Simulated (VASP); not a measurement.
# Mg (P-1) in VASP: notebook

The runs below take Mg through single point, with r2SCAN.

Program: VASP 6.6.1. These are calculated values, not measurements. Logs are shortened: lines on timing, memory, paths and dates and some standing lists are left out, and cuts for length are marked.

## 1. The cell of the first run

The typed cell holds 2 atoms: a = 3.264 Å, b = 3.215 Å, c = 5.278 Å, α = 89.60°, β = 90.19°, γ = 120.50°.

## 2. Single point, r2SCAN

The input, POSCAR:

```
Mg
1.0
    3.2638900000      0.0001000000     -0.0053100000
   -1.6318600000      2.7700700000      0.0113300000
   -0.0086200000      0.0162700000      5.2780100000
Mg
2
Direct
    0.3287800000      0.6679200000      0.2557600000
    0.6667891040      0.3312821946      0.7529914829
```

The input, INCAR.step1:

```
  ALGO = Normal
  EDIFF = 1E-4
  ENCUT = 520
  GGA = PE
  ISMEAR = -1
  LASPH = T
  LCHARG = F
  LREAL = F
  LWAVE = T
  NBANDS = 9
  NELM = 80
  PREC = Accurate
  SIGMA = 0.1
```

The input, INCAR.step2:

```
  ALGO = Normal
  EDIFF = 1E-6
  ENCUT = 520
  ISIF = 2
  ISMEAR = -1
  ISTART = 1
  LASPH = T
  LCHARG = F
  LMIXTAU = T
  LREAL = F
  LWAVE = F
  METAGGA = R2SCAN
  NBANDS = 9
  NELM = 80
  PREC = Accurate
  SIGMA = 0.1
```

The input, KPOINTS:

```
k-points
0
Gamma
  7 7 4
```

Potentials or basis: VASP PAW PBE potentials, release 64 (Mg).

The run is started by

```
$ cat potpaw_PBE.64/Mg/POTCAR > POTCAR
$ cp INCAR.step1 INCAR
$ mpirun -np 1 vasp_std > vasp.out
$ cp INCAR.step2 INCAR
$ mpirun -np 1 vasp_std > vasp.out
```

OUTCAR:

```text
EDIFF = 1E-6
   ENCUT = 520
   ISIF = 2
   ISMEAR = -1
   ISTART = 1
   LASPH = T
   LREAL = F
   METAGGA = R2SCAN
   NELM = 80
   PREC = Accurate

 ion  position               nearest neighbor table
   1  0.329  0.668  0.256-   2 3.21   2 3.22   2 3.22   2 3.23   2 3.24   2 3.27
   2  0.667  0.331  0.753-   1 3.21   1 3.22   1 3.22   1 3.23   1 3.24   1 3.27

  LATTYP: Found a triclinic cell.
 ALAT       =     3.2150246085
 B/A-ratio  =     1.0000491822
 C/A-ratio  =     1.6416801607
 COS(alpha) =     0.0036992734
 COS(beta)  =     0.0070089739
 COS(gamma) =     0.4847094017

  Lattice vectors:

 A1 = (   1.6318600000,  -2.7700700000,  -0.0113300000)
 A2 = (  -1.6320300000,  -2.7701700000,  -0.0060200000)
 A3 = (   0.0086200000,  -0.0162700000,  -5.2780100000)

Analysis of symmetry for initial positions (statically):
=====================================================================
 Subroutine PRICEL returns:
 Original cell was already a primitive cell.

 Routine SETGRP: Setting up the symmetry group for a
 triclinic supercell.

 Subroutine GETGRP returns: Found  2 space group operations
 (whereof  1 operations were pure point group operations)
 out of a pool of  2 trial point group operations.

The static configuration has the point symmetry C_1 .
 The point group associated with its full space group is S_2 .

Analysis of symmetry for dynamics (positions and initial velocities):
=====================================================================
 Subroutine PRICEL returns:
 Original cell was already a primitive cell.

 Routine SETGRP: Setting up the symmetry group for a
 triclinic supercell.

 Subroutine GETGRP returns: Found  2 space group operations
 (whereof  1 operations were pure point group operations)
 out of a pool of  2 trial point group operations.

The dynamic configuration has the point symmetry C_1 .
 The point group associated with its full space group is S_2 .

 Subroutine INISYM returns: Found  2 space group operations
 (whereof  1 operations are pure point group operations),
 and found     1 'primitive' translations

----------------------------------------------------------------------------------------

                                     Primitive cell

  volume of cell :      47.7198

  direct lattice vectors                    reciprocal lattice vectors
     3.263890000  0.000100000 -0.005310000     0.306377253  0.180488370 -0.000056001
    -1.631860000  2.770070000  0.011330000    -0.000012871  0.360998677 -0.001112836
    -0.008620000  0.016270000  5.278010000     0.000308262 -0.000593353  0.189467680

  length of vectors
[... 88 lines left out ...]
   ISIF   =      2    stress and relaxation
   ISYM   =      2    0-nonsym 1-usesym 2-fastsym
   POTIM  = 0.5000    time-step for ionic-motion
   TEBEG  =    0.0;   TEEND  =   0.0 temperature during run
   PSTRESS=    0.0 pullay stress
   NELECT =       4.0000    total number of electrons
   NUPDOWN=      -1.0000    fix difference up-down
   EMIN   =  10.00;   EMAX   =-10.00  energy-range for DOS
   EFERMI =   0.00;   METHOD = LEGACY
   ISMEAR =    -1;   SIGMA  =   0.10  broadening in eV -4-tet -1-fermi 0-gaus
   EFERMI_NEDOS =   21; number of points for ismear=-14 and -15
   IALGO  =     38    algorithm
   IMIX   =      4    mixing-type and parameters
     AMIX     =   0.40;   BMIX     =  1.00
     AMIX_MAG =   1.60;   BMIX_MAG =  1.00
  volume/ion in A,a.u.               =      23.86       161.01
  Fermi-wavevector in a.u.,A,eV,Ry     =   0.716465  1.353923  6.984177  0.513323
  Thomas-Fermi vector in A             =   1.804893
   LORBIT       =      0    0 simple, 1 ext, 2 COOP (PROOUT), +10 PAW based schemes
   METAGGA = R2SCAN    functional components
   LHFCALC =     F    Hartree Fock is set to
   AEXX    =    0.0000 exact exchange contribution
   IVDW    =     0    specifies the selected vdW correction
   LEPSILON=     F    determine dielectric tensor
   LRPA    =     F    only Hartree local field effects (RPA)
 non-spin polarized calculation
  energy-cutoff  :      520.00
  volume of cell :       47.72
 maximum number of plane-waves:      1307
   NGX = 13   NGY = 11   NGZ = 19

 number of electron       4.0000000 magnetization

 Free energy of the ion-electron system (eV)
  ---------------------------------------------------
  ext. energy  EPLUGINS =         0.00000000
  ---------------------------------------------------
  free energy    TOTEN  =        -8.30457107 eV

  energy without entropy =       -8.27857609  energy(sigma->0) =       -8.29157358

 E-fermi :   2.4988     XC(G=0):  -8.9183

 val. band max:        2.4577452938   @ k =  -0.4286   0.4286   0.2500
 cond. band min:       2.5057758365   @ k =   0.1429   0.4286   0.5000
 fundamental gap:      0.0480305427
 Fermi energy:         2.4987606066

 k-point     1 :       0.0000    0.0000    0.0000
  band No.  band energies     occupation
      1      -4.7748      2.00000
      2       0.5756      2.00000
      3       1.1898      2.00000
      4      13.7628      0.00000
      5      13.8956      0.00000
      6      14.2145      0.00000
      7      14.2147      0.00000
      8      14.8696      0.00000
      9      16.6245      0.00000
[... 265 lines left out ...]
 k-point    24 :      -0.2857    0.4286    0.0000
  band No.  band energies     occupation
      1      -1.8699      2.00000
      2       3.1708      0.00241
      3       3.3180      0.00055
      4       4.4376      0.00000
      5       6.7990      0.00000
      6       8.6683      0.00000
      7       9.8320      0.00000
      8      11.7677      0.00000
      9      12.7509      0.00000

 [... further k-points ...]

------------------------ aborting loop because EDIFF is reached ----------------------------------------

  FORCE on cell =-STRESS in cart. coord.  units (eV):
  Direction    XX          YY          ZZ          XY          YZ          ZX
  --------------------------------------------------------------------------------------
  -------------------------------------------------------------------------------------
  Total       -0.9347729     -0.6883325     -0.1484916      0.0139433     -0.0158513      0.0129113
  in kB      -31.3846819    -23.1105288     -4.9855543      0.4681403     -0.5322031      0.4334941
  external PRESSURE =     -19.8269217 kB  Pullay stress =       0.0000000 kB

 VOLUME and BASIS-vectors are now :
 -----------------------------------------------------------------------------
  energy-cutoff  :      520.00
  volume of cell :       47.72
      direct lattice vectors                 reciprocal lattice vectors
     3.263890000  0.000100000 -0.005310000     0.306377253  0.180488370 -0.000056001
    -1.631860000  2.770070000  0.011330000    -0.000012871  0.360998677 -0.001112836
    -0.008620000  0.016270000  5.278010000     0.000308262 -0.000593353  0.189467680

 POSITION                                       TOTAL-FORCE (eV/Angst)
 -----------------------------------------------------------------------------------
     -0.01905      1.85438      1.35573         0.012813     -0.017340     -0.041289
      1.62923      0.92999      3.97451        -0.012813      0.017340      0.041289
 -----------------------------------------------------------------------------------
    total drift:                                0.000052     -0.000106      0.000362

  FREE ENERGIE OF THE ION-ELECTRON SYSTEM (eV)
  ---------------------------------------------------
  free  energy   TOTEN  =        -8.3045710678 eV

  energy  without entropy=       -8.2785760913  energy(sigma->0) =       -8.29157358
```

OUTCAR.step1:

```text
EDIFF = 1E-4
   ENCUT = 520
   GGA = PE
   ISMEAR = -1
   LASPH = T
   LREAL = F
[... 513 lines left out ...]
 -----------------------------------------------------------------------------------
     -0.01905      1.85438      1.35573         0.011614     -0.014752     -0.039128
      1.62923      0.92999      3.97451        -0.011614      0.014752      0.039128
 -----------------------------------------------------------------------------------
    total drift:                                0.000000      0.000000      0.000002

  FREE ENERGIE OF THE ION-ELECTRON SYSTEM (eV)
  ---------------------------------------------------
  free  energy   TOTEN  =        -3.0408569915 eV

  energy  without entropy=       -3.0159371731  energy(sigma->0) =       -3.02839708
```

Run time: 37 s. Hardware: 1 thread of Intel Xeon 6975P-C (Granite Rapids), shared host; peak memory 0.19 GiB.

Results:

```yaml
Free_energy: -8.3046 eV
Pressure: -2.0 GPa
Largest_force: 0.047 eV/Å
Band_gap_on_the_k_mesh: zero (bands 2 and 3 overlap by 2.11 eV)
```

Forces on the atoms (eV/Å):
```
Mg   0.013 -0.017 -0.041
Mg  -0.013  0.017  0.041
```

Stress tensor (GPa, compression positive):
```
-3.14  0.05  0.04
 0.05 -2.31 -0.05
 0.04 -0.05 -0.50
```

Caveat: the PAW data sets were made with another functional, which shifts forces and pressure a little.

## 3. Single point, r2SCAN

POSCAR: that of step 2 with these lines changed.

```diff
@@ -9,2 +9,2 @@
     0.3287800000      0.6679200000      0.2557600000
-    0.6667891040      0.3312821946      0.7529914829
+    0.6667908960      0.3313178054      0.7469285171
```

The input, INCAR.step1:

```
SYSTEM = Mg
  PREC = Accurate
  ENCUT = 520
  ISMEAR = -1
  SIGMA = 0.1
  LREAL = .False.
  LASPH = .True.
  NELM = 60
  NBANDS = 9
  GGA = PE
  ALGO = Normal
  EDIFF = 1E-4
  LWAVE = .True.
  LCHARG = .False.
```

The input, INCAR.step2:

```
SYSTEM = Mg
  PREC = Accurate
  ENCUT = 520
  EDIFF = 1E-6
  ISMEAR = -1
  SIGMA = 0.1
  LREAL = .False.
  LASPH = .True.
  NELM = 60
  ALGO = Normal
  ISIF = 2
  LWAVE = .False.
  LCHARG = .False.
  METAGGA = R2SCAN
  LMIXTAU = .True.
  NBANDS = 9
  ISTART = 1
```

The input, KPOINTS:

```
regular mesh
0
Gamma
  7 7 4
  0 0 0
```

Potentials or basis: VASP PAW PBE potentials, release 64 (Mg).

The run is started by

```
$ cat potpaw_PBE.64/Mg/POTCAR > POTCAR
$ cp INCAR.step1 INCAR
$ mpirun -np 1 vasp_std > vasp.out
$ cp INCAR.step2 INCAR
$ mpirun -np 1 vasp_std > vasp.out
```

Wall time 38 s (1 thread of Intel Xeon 6975P-C (Granite Rapids), shared host); peak memory 0.19 GiB.

Results (log left out):

```yaml
Free_energy: -8.3018 eV
Pressure: -2.0 GPa
Largest_force: 0.136 eV/Å
Band_gap_on_the_k_mesh: zero (bands 2 and 3 overlap by 2.11 eV)
```

Forces in eV/Å, atoms in the order of the input:
```
Mg   0.012 -0.016 -0.135
Mg  -0.012  0.016  0.135
```

Stress tensor (GPa, compression positive):
```
-3.12  0.04  0.04
 0.04 -2.32 -0.04
 0.04 -0.04 -0.44
```

Levels at points of the mesh, in eV from the Fermi level:
| k point | band 1 | band 2 | band 3 | band 4 | band 5 | band 6 | band 7 |
| --- | --- | --- | --- | --- | --- | --- | --- |
| (0.00, 0.00, 0.00) | -7.28 | -1.92 | -1.31 | 11.26 | 11.39 | 11.71 | 11.71 |
| (0.00, 0.00, 0.50) | -5.91 | -5.77 | 5.11 | 5.15 | 12.00 | 12.03 | 12.42 |

Caveat: the PAW data sets were made with another functional, which shifts forces and pressure a little.

(Part 1 of 2 ends here.)
